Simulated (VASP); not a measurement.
# ZnO (P6_3mc) in VASP: single point with PBE

Aim: the single point of ZnO with PBE.

All numbers are computed with VASP 6.6.1; they aren't measurements. Logs are shortened: lines on timing, memory, paths and dates and some standing lists are left out, and cuts for length are marked.

## 1. The cell of the first run

The structure is hexagonal, space group P6_3mc (No. 186). The conventional cell has a = 3.249 Å, b = 3.249 Å, c = 5.206 Å, α = 90.00°, β = 90.00°, γ = 120.00°. Within 2.6 Å of Zn (site symmetry 3m) lie 4 O at 1.97 to 1.98 Å. O (site symmetry 3m) has 4 Zn at 1.97 to 1.98 Å within 2.6 Å.

## 2. Single point, PBE

INCAR reads:

```
SYSTEM = ZnO
PREC = Accurate
ENCUT = 600
EDIFF = 1E-6
ISMEAR = 1
SIGMA = 0.01
LREAL = .FALSE.
LASPH = .TRUE.
NELM = 120
ALGO = Normal
ISIF = 2
LWAVE = .FALSE.
LCHARG = .FALSE.
GGA = PE
NBANDS = 26
GGA_COMPAT = .FALSE.
```

KPOINTS reads:

```
regular mesh
0
G
  6 6 4
  0 0 0
```

POSCAR reads:

```
ZnO
1.0
    3.2493080000      0.0000000000      0.0000000000
   -1.6246540000      2.8139832727      0.0000000000
    0.0000000000      0.0000000000      5.2057090000
Zn O
2 2
Direct
    0.3333333333      0.6666666667      0.5000000000
    0.6666666667      0.3333333333      0.0000000000
    0.6666666667      0.3333333333      0.3790100000
    0.3333333333      0.6666666667      0.8790100000
```

Potentials or basis: VASP PAW PBE potentials, release 64 (Zn, O).

Run with:

```console
$ cat potpaw_PBE.64/Zn/POTCAR potpaw_PBE.64/O/POTCAR > POTCAR
$ mpirun -np 1 vasp_std > vasp.out
```

OUTCAR:

```text
SYSTEM = ZnO
   PREC = Accurate
   ENCUT = 600
   EDIFF = 1E-6
   ISMEAR = 1
   LREAL = .FALSE.
   LASPH = .TRUE.
   NELM = 120
   ISIF = 2
   GGA = PE

 ion  position               nearest neighbor table
   1  0.333  0.667  0.500-   4 1.97   3 1.98   3 1.98   3 1.98
   2  0.667  0.333  0.000-   3 1.97   4 1.98   4 1.98   4 1.98
   3  0.667  0.333  0.379-   2 1.97   1 1.98   1 1.98   1 1.98
   4  0.333  0.667  0.879-   1 1.97   2 1.98   2 1.98   2 1.98

  LATTYP: Found a hexagonal cell.
 ALAT       =     3.2493080000
 C/A-ratio  =     1.6020977390

  Lattice vectors:

 A1 = (   3.2493080000,   0.0000000000,   0.0000000000)
 A2 = (  -1.6246540000,   2.8139832727,   0.0000000000)
 A3 = (   0.0000000000,   0.0000000000,   5.2057090000)

Analysis of symmetry for initial positions (statically):
=====================================================================
 Subroutine PRICEL returns:
 Original cell was already a primitive cell.

 Routine SETGRP: Setting up the symmetry group for a
 hexagonal supercell.

 Subroutine GETGRP returns: Found 12 space group operations
 (whereof  6 operations were pure point group operations)
 out of a pool of 24 trial point group operations.

The static configuration has the point symmetry C_3v.
 The point group associated with its full space group is C_6v.

Analysis of symmetry for dynamics (positions and initial velocities):
=====================================================================
 Subroutine PRICEL returns:
 Original cell was already a primitive cell.

 Routine SETGRP: Setting up the symmetry group for a
 hexagonal supercell.

 Subroutine GETGRP returns: Found 12 space group operations
 (whereof  6 operations were pure point group operations)
 out of a pool of 24 trial point group operations.

The dynamic configuration has the point symmetry C_3v.
 The point group associated with its full space group is C_6v.

 Subroutine INISYM returns: Found 12 space group operations
 (whereof  6 operations are pure point group operations),
 and found     1 'primitive' translations

----------------------------------------------------------------------------------------

                                     Primitive cell

  volume of cell :      47.5984

  direct lattice vectors                    reciprocal lattice vectors
     3.249308000  0.000000000  0.000000000     0.307757836  0.177684070  0.000000000
    -1.624654000  2.813983273  0.000000000     0.000000000  0.355368139  0.000000000
     0.000000000  0.000000000  5.205709000     0.000000000  0.000000000  0.192096792

  length of vectors
     3.249308000  3.249308000  5.205709000     0.355368139  0.355368139  0.192096792

  position of ions in fractional coordinates (direct lattice)
     0.333333333  0.666666667  0.500000000
     0.666666667  0.333333333  0.000000000
     0.666666667  0.333333333  0.379010000
     0.333333333  0.666666667  0.879010000

  ion indices of the primitive-cell ions
   primitive index   ion index
                 1           1
                 2           2
                 3           3
                 4           4

----------------------------------------------------------------------------------------

 KPOINTS: regular mesh

Automatic generation of k-mesh.
 Grid dimensions read from file:
 generate k-points for:    6    6    4

 Generating k-lattice:

  Cartesian coordinates                     Fractional coordinates (reciprocal lattice)
     0.051292973  0.029614012  0.000000000     0.166666667  0.000000000  0.000000000
     0.000000000  0.059228023  0.000000000     0.000000000  0.166666667  0.000000000
     0.000000000  0.000000000  0.048024198     0.000000000  0.000000000  0.250000000

  Length of vectors
     0.059228023  0.059228023  0.048024198

  Shift w.r.t. Gamma in fractional coordinates (k-lattice)
     0.000000000  0.000000000  0.000000000

 Subroutine IBZKPT returns following result:
 ===========================================

 Found     21 irreducible k-points:

 Following reciprocal coordinates:
            Coordinates               Weight
  0.000000  0.000000  0.000000      1.000000
  0.166667  0.000000  0.000000      6.000000
  0.333333 -0.000000  0.000000      6.000000
  0.500000  0.000000  0.000000      3.000000
  0.166667  0.166667  0.000000      6.000000
  0.333333  0.166667  0.000000     12.000000
[... 13 lines left out ...]
  0.333333  0.166667  0.500000     12.000000
  0.333333  0.333333  0.500000      2.000000
   k-points           NKPTS =     21   k-points in BZ     NKDIM =     21   number of bands    NBANDS=     26
   number of dos      NEDOS =    301   number of ions     NIONS =      4
   total plane-waves  NPLWV =  32928
   dimension x,y,z NGX =    28 NGY =   28 NGZ =   42
   dimension x,y,z NGXF=    56 NGYF=   56 NGZF=   84
   ions per type =               2   2
   NGX,Y,Z   is equivalent  to a cutoff of  14.33, 14.33, 13.41 a.u.
   NGXF,Y,Z  is equivalent  to a cutoff of  28.65, 28.65, 26.83 a.u.
 SYSTEM =  ZnO
   PREC   = accura    normal or accurate (medium, high low for compatibility)
   ISTART =      0    job   : 0-new  1-cont  2-samecut
   ICHARG =      2    charge: 1-file 2-atom 10-const
   ISPIN  =      1    spin polarized calculation?
   LNONCOLLINEAR =      F non collinear calculations
   LSORBIT =      F    spin-orbit coupling
   LASPH  =      T    aspherical Exc in radial PAW
   ENCUT  =  600.0 eV  44.10 Ry    6.64 a.u.   6.49  6.49 10.40*2*pi/ulx,y,z
   NELM   =    120;   NELMIN=  2; NELMDL= -5     # of ELM steps
   EDIFF  = 0.1E-05   stopping-criterion for ELM
   LREAL  =      F    real-space projection
   EDIFFG = 0.1E-04   stopping-criterion for IOM
   NSW    =      0    number of steps for IOM
   IBRION =     -1    ionic relax: 0-MD 1-quasi-New 2-CG
   NFREE  =      0    steps in history (QN), initial steepest desc. (CG)
   ISIF   =      2    stress and relaxation
   ISYM   =      2    0-nonsym 1-usesym 2-fastsym
   POTIM  = 0.5000    time-step for ionic-motion
   TEBEG  =    0.0;   TEEND  =   0.0 temperature during run
   PSTRESS=    0.0 pullay stress
   NELECT =      36.0000    total number of electrons
   NUPDOWN=      -1.0000    fix difference up-down
   EMIN   =  10.00;   EMAX   =-10.00  energy-range for DOS
   EFERMI =   0.00;   METHOD = LEGACY
   ISMEAR =     1;   SIGMA  =   0.01  broadening in eV -4-tet -1-fermi 0-gaus
   EFERMI_NEDOS =   21; number of points for ismear=-14 and -15
   IALGO  =     38    algorithm
   IMIX   =      4    mixing-type and parameters
     AMIX     =   0.40;   BMIX     =  1.00
     AMIX_MAG =   1.60;   BMIX_MAG =  1.00
  volume/ion in A,a.u.               =      11.90        80.30
  Fermi-wavevector in a.u.,A,eV,Ry     =   1.491574  2.818667 30.270160  2.224794
  Thomas-Fermi vector in A             =   2.604212
   LORBIT       =      0    0 simple, 1 ext, 2 COOP (PROOUT), +10 PAW based schemes
   GGA     = PE    functional components
   LHFCALC =     F    Hartree Fock is set to
   AEXX    =    0.0000 exact exchange contribution
   IVDW    =     0    specifies the selected vdW correction
   LEPSILON=     F    determine dielectric tensor
   LRPA    =     F    only Hartree local field effects (RPA)
 non-spin polarized calculation
 Methfessel and Paxton  Order N= 1 SIGMA  =   0.01
  energy-cutoff  :      600.00
  volume of cell :       47.60
 maximum number of plane-waves:      1616
 NGX is ok and might be reduce to    28
   NGX = 13   NGY = 13   NGZ = 21

 number of electron      36.0000008 magnetization

 Free energy of the ion-electron system (eV)
  ---------------------------------------------------
  ext. energy  EPLUGINS =         0.00000000
  ---------------------------------------------------
  free energy    TOTEN  =       -17.82404397 eV

  energy without entropy =      -17.82404397  energy(sigma->0) =      -17.82404397

 E-fermi :   1.3003     XC(G=0): -10.9105

 val. band max:        1.2010653382   @ k =   0.0000   0.0000   0.0000
 cond. band min:       1.9909021873   @ k =   0.0000   0.0000   0.0000
 fundamental gap:      0.7898368491
 Fermi energy:         1.3003221662

 k-point     1 :       0.0000    0.0000    0.0000
  band No.  band energies     occupation
      1     -16.8873      2.00000
      2     -16.1559      2.00000
      3      -4.4870      2.00000
      4      -4.4870      2.00000
      5      -4.4479      2.00000
      6      -4.4260      2.00000
[... 18 lines left out ...]
     25      15.3279      0.00000
     26      15.3279      0.00000

 k-point     2 :       0.1667    0.0000    0.0000
  band No.  band energies     occupation
      1     -16.7415      2.00000
      2     -16.0949      2.00000
      3      -4.6395      2.00000
      4      -4.4068      2.00000
      5      -4.3837      2.00000
      6      -4.3122      2.00000
[... 18 lines left out ...]
     25      15.3233      0.00000
     26      15.5176      0.00000

 k-point     3 :       0.3333   -0.0000    0.0000
  band No.  band energies     occupation
      1     -16.4134      2.00000
      2     -15.9941      2.00000
      3      -4.7951      2.00000
      4      -4.4384      2.00000
      5      -4.2779      2.00000
      6      -4.0866      2.00000
[... 18 lines left out ...]
     25      14.5921      0.00000
     26      15.2712      0.00000

 k-point     4 :       0.5000    0.0000    0.0000
  band No.  band energies     occupation
      1     -16.2046      2.00000
      2     -15.9801      2.00000
      3      -4.7212      2.00000
      4      -4.5210      2.00000
      5      -4.2362      2.00000
      6      -3.8666      2.00000
[... 18 lines left out ...]
     25      14.3861      0.00000
     26      15.4178      0.00000
[... 409 lines left out ...]
      1     -16.2569      2.00000
      2     -16.2569      2.00000
      3      -4.8320      2.00000
      4      -4.8320      2.00000
      5      -4.2684      2.00000
      6      -4.2684      2.00000
[... 18 lines left out ...]
     25      14.6579      0.00000
     26      14.6579      0.00000

 k-point    20 :       0.3333    0.1667    0.5000
  band No.  band energies     occupation
      1     -16.0851      2.00000
      2     -16.0851      2.00000
      3      -4.7731      2.00000
      4      -4.7731      2.00000
      5      -4.1426      2.00000
      6      -4.1426      2.00000
[... 18 lines left out ...]
     25      15.4246      0.00000
     26      15.4246      0.00000

 k-point    21 :       0.3333    0.3333    0.5000
  band No.  band energies     occupation
      1     -16.0285      2.00000
      2     -16.0285      2.00000
      3      -4.5325      2.00000
      4      -4.5325      2.00000
      5      -4.2807      2.00000
      6      -4.2807      2.00000
[... 18 lines left out ...]
     25      16.9426      0.00000
     26      16.9449      0.00000

------------------------ aborting loop because EDIFF is reached ----------------------------------------

  FORCE on cell =-STRESS in cart. coord.  units (eV):
  Direction    XX          YY          ZZ          XY          YZ          ZX
  --------------------------------------------------------------------------------------
  -------------------------------------------------------------------------------------
  Total        1.5546182      1.5546182      2.0698995      0.0000000      0.0000000      0.0000000
  in kB       52.3289547     52.3289547     69.6734887      0.0000000      0.0000000      0.0000000
  external PRESSURE =      58.1104660 kB  Pullay stress =       0.0000000 kB

 VOLUME and BASIS-vectors are now :
 -----------------------------------------------------------------------------
  energy-cutoff  :      600.00
  volume of cell :       47.60
      direct lattice vectors                 reciprocal lattice vectors
     3.249308000  0.000000000  0.000000000     0.307757836  0.177684070  0.000000000
    -1.624654000  2.813983273  0.000000000     0.000000000  0.355368139  0.000000000
     0.000000000  0.000000000  5.205709000     0.000000000  0.000000000  0.192096792

 POSITION                                       TOTAL-FORCE (eV/Angst)
 -----------------------------------------------------------------------------------
     -0.00000      1.87599      2.60285         0.000000      0.000000     -0.074018
      1.62465      0.93799      0.00000        -0.000000      0.000000     -0.074018
      1.62465      0.93799      1.97302        -0.000000      0.000000      0.074018
     -0.00000      1.87599      4.57587         0.000000     -0.000000      0.074018
 -----------------------------------------------------------------------------------
    total drift:                                0.000000      0.000000     -0.001364

  FREE ENERGIE OF THE ION-ELECTRON SYSTEM (eV)
  ---------------------------------------------------
  free  energy   TOTEN  =       -17.8240439691 eV

  energy  without entropy=      -17.8240439691  energy(sigma->0) =      -17.82404397
```

Run time: 35 s. Hardware: 1 thread of Intel Xeon 8259CL, shared host; peak memory 0.18 GiB.

Results:

```
Free energy            : -17.8240 eV
Pressure               : 5.8 GPa
Largest force          : 0.074 eV/Å
Band gap on the k mesh : 0.79 eV
```

Forces in eV/Å, atoms in the order of the input:
```
Zn   0.000  0.000 -0.074
Zn   0.000  0.000 -0.074
O    0.000  0.000  0.074
O    0.000  0.000  0.074
```

Caveat: the cell stands under pressure; semilocal functionals underestimate gaps, and a narrow one can read as zero.
